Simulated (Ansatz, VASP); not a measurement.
Two plane-wave programs on MoSe

File INCAR:

```
PREC = Accurate ; ENCUT = 500
EDIFF = 1E-6 ; ISMEAR = 0
SIGMA = 0.1 ; LREAL = False
LASPH = True ; NELM = 200
ALGO = Normal ; ISIF = 2
LWAVE = False ; LCHARG = False
ISPIN = 2 ; MAGMOM = 2 0
LORBIT = 11 ; LMAXMIX = 4
GGA = PE ; NBANDS = 21
GGA_COMPAT = False
```

Contents of KPOINTS:

```
regular mesh
0
Gamma
  6 6 6
```

The input POSCAR:

```
MoSe
1.0
    0.0000000000      2.5490353640      2.5490353640
    2.5490353640      0.0000000000      2.5490353640
    2.5490353640      2.5490353640      0.0000000000
Mo Se
1 1
Direct
    0.0000000000      0.0000000000      0.0000000000
    0.5000000000      0.5000000000      0.5000000000
```

Input for Ansatz:

```yaml
crystal:
  lattice:
    - [0.0, 2.549035364, 2.549035364]
    - [2.549035364, 0.0, 2.549035364]
    - [2.549035364, 2.549035364, 0.0]
  atoms:
    - { symbol: Mo, position: [0.0, 0.0, 0.0], spin: 2.0 }
    - { symbol: Se, position: [0.5, 0.5, 0.5] }
basis:
  ecutwfc: 420
kpoints:
  mp_grid: { grid: [6, 6, 6] }
hamiltonian:
  xc: pbe
scf:
  occupations: { method: gaussian, width: 0.1 }
  lower_state_search: "off"
output:
  forces: true
  stress: true
  eigenvalues: true
  populations: true
magnetization:
  spin_polarized: true
```

Alike in both runs: task single point; functional PBE; k mesh 6 × 6 × 6; occupations gaussian, width 0.1 eV; collinear spin.

|  | VASP | Ansatz |
| --- | --- | --- |
| version | VASP 6.6.1 | Ansatz 0.2.0 |
| potentials or method | VASP PAW PBE potentials, release 64 (Mo_sv, Se), cutoff 500 eV | scalar-relativistic, plane waves, PAW |
| valence electrons in the cell | 20 | 30 |

```tsv
	VASP	Ansatz	Ansatz less VASP
gap on the k mesh at the Fermi level (eV)	none	none	-
pressure (GPa)	12.4	12.0	-0.38
net moment per atom (μB)	0.16	0.15	-0.002
size of the moment on the site where the two differ most (μB)	0.30	0.25	-0.047
```

Site moments also hang on the region over which each program counts them. A gap of «none» marks a metal or a gap that the smearing closes. VASP's potentials hold 20 valence electrons a cell and Ansatz's 30, so a difference there can come from the potentials and not from the codes. Ansatz's warnings: magnetization residual over threshold.
